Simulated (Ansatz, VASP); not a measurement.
**NaCl: VASP beside Ansatz**

```xyz
2
Lattice="3.4155 -0.0700 0.0700 -0.0700 3.4155 0.0700 0.0700 0.0700 3.4155" Properties=species:S:1:pos:R:3 pbc="T T T"
Na    0.0810    0.0810   -0.0810
Cl    1.6268    1.6268    1.8588
```

Alike in both runs: task single point; functional PBEsol; k mesh 6 × 6 × 6; occupations gaussian, width 0.02 eV; no spin polarisation.

|  | VASP | Ansatz |
| --- | --- | --- |
| version | VASP 6.6.1 | Ansatz 0.2.0 |
| potentials or method | VASP PAW PBE potentials, release 64 (Na_pv, Cl), cutoff 520 eV | scalar-relativistic, plane waves, PAW |
| valence electrons in the cell | 14 | 16 |

Ansatz gave:

| Property | Result |
| --- | --- |
| gap on the k mesh at the Fermi level (eV) | 4.15 |
| least direct gap on the mesh (eV) | 4.64 |
| pressure (GPa) | 2.2 |
| traceless stress, the component that is largest in VASP (GPa) | 1.15 |
| rms of the force components (eV/Å) | 0.277 |

Which values does VASP return?

gap on the k mesh at the Fermi level (eV): 4.15; least direct gap on the mesh (eV): 4.63; pressure (GPa): 2.2; traceless stress, the component that is largest in VASP (GPa): 1.18; rms of the force components (eV/Å): 0.283.

VASP's potentials were made for PBE, not for PBEsol. Atom by atom the forces differ by 0.006 eV/Å (rms over components). VASP's potentials hold 14 valence electrons a cell and Ansatz's 16, so a difference there can come from the potentials and not from the codes.
